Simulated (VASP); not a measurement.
# MgS (I4/mmm) in VASP: notebook, part 2 of 2

VASP 6.6.1. Earlier steps stand in the parts before.

## Step 3: Single point, PBEsol (in-plane strain +0.01, then relaxed in part)

File INCAR:

```
SYSTEM = MgS
ALGO = Normal ; EDIFF = 1E-6
ENCUT = 520 ; GGA = PS
ISIF = 2 ; ISMEAR = 0
LASPH = .TRUE. ; LCHARG = .FALSE.
LREAL = .FALSE. ; LWAVE = .FALSE.
NBANDS = 11 ; NELM = 80
PREC = Accurate ; SIGMA = 0.01
```

File KPOINTS:

```
k-points
0
G
  8 8 8
  0 0 0
```

File POSCAR:

```
MgS
1.0
    2.6168706310      2.6168706310      0.0000000000
   -2.6168706310      2.6168706310      0.0000000000
    0.0000000000      2.6168706310      2.5773851615
Mg S
1 1
Direct
    0.0000000000      0.0000000000      0.0000000000
    0.5000000000      0.5000000000      0.0000000000
```

Potentials or basis: VASP PAW PBE potentials, release 64 (Mg, S).

Run with:

```sh
$ cat potpaw_PBE.64/Mg/POTCAR potpaw_PBE.64/S/POTCAR > POTCAR
$ mpirun -np 1 vasp_std > vasp.out
```

Wall time 12 s (1 thread of Intel Xeon 6975P-C (Granite Rapids), shared host); peak memory 0.16 GiB.

The run converged. Its results:

* Free energy: -9.0710 eV
* Pressure: -1.3 GPa
* Band gap on the k mesh: 2.63 eV, indirect (least direct gap 3.55 eV)

Stress tensor (GPa, compression positive):
```
-1.82  0.00  0.00
 0.00 -1.82  0.00
 0.00  0.00 -0.22
```

Levels at points of the mesh, in eV from the valence-band top:
```tsv
k point	band 1	band 2	band 3	band 4	band 5	band 6	band 7	band 8	band 9
(0.00, 0.00, 0.00)	-12.69	-0.07	0.00	0.00	3.55	7.78	7.78	7.94	10.18
(0.50, 0.00, 0.00)	-11.37	-4.91	-0.64	-0.60	4.37	6.72	6.89	10.02	11.94
(0.50, 0.50, 0.00)	-11.02	-4.28	-1.77	-1.64	2.71	4.25	11.77	12.77	13.04
(0.00, 0.00, 0.50)	-10.96	-4.26	-1.77	-1.77	2.63	4.19	11.93	12.82	13.15
```

Caveat: the cell differs from its parent crystal (in-plane strain +0.01, then relaxed in part); the PAW data sets were made with another functional, which shifts forces and pressure a little. A k mesh can miss the band edges.

## Step 4: Single point, PBEsol (in-plane strain +0.01)

File INCAR:

```
SYSTEM = MgS
PREC = Accurate ; ENCUT = 520
EDIFF = 1E-6 ; ISMEAR = 0
SIGMA = 0.01 ; LREAL = .False.
LASPH = .True. ; NELM = 80
ALGO = Normal ; ISIF = 2
LWAVE = .False. ; LCHARG = .True.
GGA = PS ; LELF = .True.
LVHAR = .True. ; NBANDS = 11
```

File KPOINTS:

```
regular mesh
0
Gamma
  8 8 8
  0 0 0
```

POSCAR, as its differences from that of step 3:

```diff
@@ -4,3 +4,3 @@
    -2.6168706310      2.6168706310      0.0000000000
-    0.0000000000      2.6168706310      2.5773851615
+    0.0000000000      2.6168706310      2.5754152547
 Mg S
```

Potentials or basis: VASP PAW PBE potentials, release 64 (Mg, S).

Run with:

```sh
$ cat potpaw_PBE.64/Mg/POTCAR potpaw_PBE.64/S/POTCAR > POTCAR
$ mpirun -np 1 vasp_std > vasp.out
```

OUTCAR:

```text
SYSTEM = MgS
   PREC = Accurate
   ENCUT = 520
   EDIFF = 1E-6
   ISMEAR = 0
   LREAL = .False.
   LASPH = .True.
   NELM = 80
   ISIF = 2
   GGA = PS

 ion  position               nearest neighbor table
   1  0.000  0.000  0.000-   2 2.58   2 2.58   2 2.62   2 2.62   2 2.62   2 2.62
   2  0.500  0.500  0.000-   1 2.58   1 2.58   1 2.62   1 2.62   1 2.62   1 2.62

  LATTYP: Found a body centered tetragonal cell.
 ALAT       =     3.7008139373
 C/A-ratio  =     1.3918101792

  Lattice vectors:

 A1 = (   2.6168706310,   0.0000000000,  -2.5754152547)
 A2 = (  -2.6168706310,   0.0000000000,  -2.5754152547)
 A3 = (   0.0000000000,   2.6168706310,   2.5754152547)
[... 515 lines left out ...]
     10      16.3405      0.00000
     11      16.6603      0.00000

 [... further k-points ...]
[... 5 lines left out ...]
  --------------------------------------------------------------------------------------
  -------------------------------------------------------------------------------------
  Total       -0.3936284     -0.3936284     -0.0225897      0.0000000      0.0000000     -0.0000000
  in kB      -17.8794959    -17.8794959     -1.0260743      0.0000000      0.0000000     -0.0000000
  external PRESSURE =     -12.2616887 kB  Pullay stress =       0.0000000 kB

 VOLUME and BASIS-vectors are now :
 -----------------------------------------------------------------------------
  energy-cutoff  :      520.00
  volume of cell :       35.27
      direct lattice vectors                 reciprocal lattice vectors
     2.616870631  2.616870631  0.000000000     0.191067909  0.191067909 -0.194143449
    -2.616870631  2.616870631  0.000000000    -0.191067909  0.191067909 -0.194143449
     0.000000000  2.616870631  2.575415255     0.000000000  0.000000000  0.388286898

 POSITION                                       TOTAL-FORCE (eV/Angst)
 -----------------------------------------------------------------------------------
      0.00000      0.00000      0.00000        -0.000000     -0.000000      0.000000
      0.00000      2.61687      0.00000         0.000000      0.000000      0.000000
 -----------------------------------------------------------------------------------
    total drift:                               -0.000000      0.000000     -0.000000

  FREE ENERGIE OF THE ION-ELECTRON SYSTEM (eV)
  ---------------------------------------------------
  free  energy   TOTEN  =        -9.0709966139 eV

  energy  without entropy=       -9.0709966139  energy(sigma->0) =       -9.07099661
```

It took 11 s on 1 thread of Intel Xeon Platinum 8488C (Sapphire Rapids), shared host; peak memory 0.16 GiB.

Results:

* Free energy: -9.0710 eV
* Pressure: -1.2 GPa
* Band gap on the k mesh: 2.63 eV, indirect (least direct gap 3.56 eV)

Stress tensor (GPa, compression positive):
```
-1.79  0.00  0.00
 0.00 -1.79  0.00
 0.00  0.00 -0.10
```

Caveat: the cell differs from its parent crystal (in-plane strain +0.01); the PAW data sets were made with another functional, which shifts forces and pressure a little.

## Step 5: Single point, PBEsol (in-plane strain +0.02, then relaxed in part)

File INCAR:

```
PREC     = Accurate       # precision mode
ENCUT    = 520            # plane-wave cutoff, eV
EDIFF    = 1E-7           # SCF threshold, eV
ISMEAR   = 0              # smearing method
SIGMA    = 0.01           # smearing width, eV
LREAL    = F              # projectors in reciprocal space
LASPH    = T              # aspherical terms in the spheres
NELM     = 80             # most SCF steps
ALGO     = Normal         # electronic algorithm
ISIF     = 2              # what is computed and relaxed
LWAVE    = F              # write WAVECAR
LCHARG   = F              # write CHGCAR
GGA      = PS             # functional
NBANDS   = 11             # bands
```

File KPOINTS:

```
regular mesh
0
Gamma
  8 8 8
```

File POSCAR:

```
MgS
1.0
    2.6427802412      2.6427802412      0.0000000000
   -2.6427802412      2.6427802412      0.0000000000
    0.0000000000      2.6427802412      2.5641723838
Mg S
1 1
Direct
    0.0000000000      0.0000000000      0.0000000000
    0.5000000000      0.5000000000      0.0000000000
```

Run with:

```sh
$ cat potpaw_PBE.64/Mg/POTCAR potpaw_PBE.64/S/POTCAR > POTCAR
$ mpirun -np 1 vasp_std > vasp.out
```

Wall time 12 s (1 thread of Intel Xeon Platinum 8488C (Sapphire Rapids), shared host); peak memory 0.17 GiB.

It converged, with:

* Free energy: -9.0603 eV
* Pressure: -2.2 GPa
* Band gap on the k mesh: 2.54 eV, indirect (least direct gap 3.42 eV)

Stress tensor (GPa, compression positive):
```
-3.20  0.00  0.00
 0.00 -3.20  0.00
 0.00  0.00 -0.21
```

Levels at points of the mesh, in eV from the valence-band top:
| k point | band 1 | band 2 | band 3 | band 4 | band 5 | band 6 | band 7 | band 8 | band 9 |
| --- | --- | --- | --- | --- | --- | --- | --- | --- | --- |
| (0.00, 0.00, 0.00) | -12.63 | -0.14 | 0.00 | 0.00 | 3.42 | 7.72 | 7.72 | 8.03 | 10.04 |
| (0.50, 0.00, 0.00) | -11.35 | -4.85 | -0.67 | -0.59 | 4.32 | 6.60 | 6.95 | 9.85 | 11.83 |
| (0.50, 0.50, 0.00) | -11.02 | -4.23 | -1.80 | -1.54 | 2.68 | 4.29 | 11.55 | 12.68 | 12.71 |
| (0.00, 0.00, 0.50) | -10.92 | -4.19 | -1.80 | -1.80 | 2.54 | 4.18 | 11.86 | 12.78 | 12.92 |

Caveat: the cell differs from its parent crystal (in-plane strain +0.02, then relaxed in part); the PAW data sets were made with another functional, which shifts forces and pressure a little. A k mesh can miss the band edges.

## Step 6: Single point, PBEsol (in-plane strain +0.02)

INCAR, as its differences from that of step 5:

```diff
@@ -2,3 +2,3 @@
 ENCUT    = 520            # plane-wave cutoff, eV
-EDIFF    = 1E-7           # SCF threshold, eV
+EDIFF    = 1E-6           # SCF threshold, eV
 ISMEAR   = 0              # smearing method
```

File KPOINTS:

```
Automatic mesh
0
Gamma
  8 8 8
```

POSCAR, as its differences from that of step 5:

```diff
@@ -4,3 +4,3 @@
    -2.6427802412      2.6427802412      0.0000000000
-    0.0000000000      2.6427802412      2.5641723838
+    0.0000000000      2.6427802412      2.5598694885
 Mg S
```

Potentials or basis: VASP PAW PBE potentials, release 64 (Mg, S).

Run with:

```sh
$ cat potpaw_PBE.64/Mg/POTCAR potpaw_PBE.64/S/POTCAR > POTCAR
$ mpirun -np 1 vasp_std > vasp.out
```

It took 11 s on 1 thread of Intel Xeon Platinum 8488C (Sapphire Rapids), shared host; peak memory 0.16 GiB.

The run converged. Its results:

```yaml
Free_energy: -9.0603 eV
Pressure: -2.1 GPa
Band_gap_on_the_k_mesh: 2.53 eV, indirect (least direct gap 3.43 eV)
```

Stress tensor (GPa, compression positive):
```
-3.15  0.00  0.00
 0.00 -3.15  0.00
 0.00  0.00  0.05
```

Levels at points of the mesh, in eV from the valence-band top:
```
           k point  band 1  band 2  band 3  band 4  band 5  band 6  band 7  band 8
(0.00, 0.00, 0.00)  -12.65   -0.15    0.00    0.00    3.43    7.71    7.71    8.04
(0.50, 0.00, 0.00)  -11.36   -4.86   -0.67   -0.59    4.32    6.59    6.96    9.86
(0.50, 0.50, 0.00)  -11.03   -4.24   -1.81   -1.54    2.69    4.28   11.56   12.68
(0.00, 0.00, 0.50)  -10.92   -4.20   -1.81   -1.81    2.53    4.16   11.89   12.79
```

Caveat: the cell differs from its parent crystal (in-plane strain +0.02); the PAW data sets were made with another functional, which shifts forces and pressure a little.

## Step 7: Summary

| cell | gap on the mesh (eV) | pressure (GPa) |
| --- | --- | --- |
| a = 3.682, b = 3.682, c = 3.668 Å, angles 59.9, 59.9, 90.0°, 2 atoms | 2.68 | -0.7 |
| a = 3.701, b = 3.701, c = 3.673 Å, angles 59.7, 59.7, 90.0°, 2 atoms | 2.63 | -1.3 |
| a = 3.701, b = 3.701, c = 3.672 Å, angles 59.7, 59.7, 90.0°, 2 atoms | 2.63 | -1.2 |
| a = 3.737, b = 3.737, c = 3.682 Å, angles 59.5, 59.5, 90.0°, 2 atoms | 2.54 | -2.2 |
| a = 3.737, b = 3.737, c = 3.679 Å, angles 59.5, 59.5, 90.0°, 2 atoms | 2.53 | -2.1 |

Alike in all rows: task single point; level PBEsol; potentials or basis VASP PAW PBE potentials, release 64 (Mg, S); no spin polarisation; k mesh 8 × 8 × 8; cutoff (eV) 520; smearing gaussian 0.01 eV.

Caveats: the PAW data sets were made with another functional, which shifts forces and pressure a little.

Total energies depend on the potentials used, so only differences within one code and one set of settings carry meaning.
